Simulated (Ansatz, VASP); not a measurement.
# One calculation of Ba, two programs

```
Ba
1.0
     5.77661    0.00000    0.00000
    -2.88831    5.00269    0.00000
     0.00000    0.00000    7.68039
Ba
3
Direct
  0.00000 0.00000 0.00000
  0.00000 0.00000 0.50000
  0.66667 0.33333 0.50000
```

Alike in both runs: functional PBE; k mesh 12 × 12 × 6; occupations gaussian, width 0.1 eV; no spin polarisation.

Ansatz relaxed the structure, and its values are those at the end. VASP's run is a single point on that final structure, the one shown.

```csv
,VASP,Ansatz
version,VASP 6.6.1,Ansatz 0.2.0
potentials or method,"VASP PAW PBE potentials, release 64 (Ba_sv), cutoff 520 eV","scalar-relativistic, plane waves, PAW"
valence electrons in the cell,30,30
```

VASP gave:

| Item | Value |
| --- | --- |
| gap on the k mesh at the Fermi level (eV) | none |
| pressure (GPa) | 0.2 |

Task: Estimate Ansatz's values.

Result: gap on the k mesh at the Fermi level (eV): none; pressure (GPa): 0.0.

A gap of «none» marks a metal or a gap that the smearing closes. With one functional, cell and mesh, what is left measures potentials, basis and numerics.

Spin-orbit coupling is off throughout.
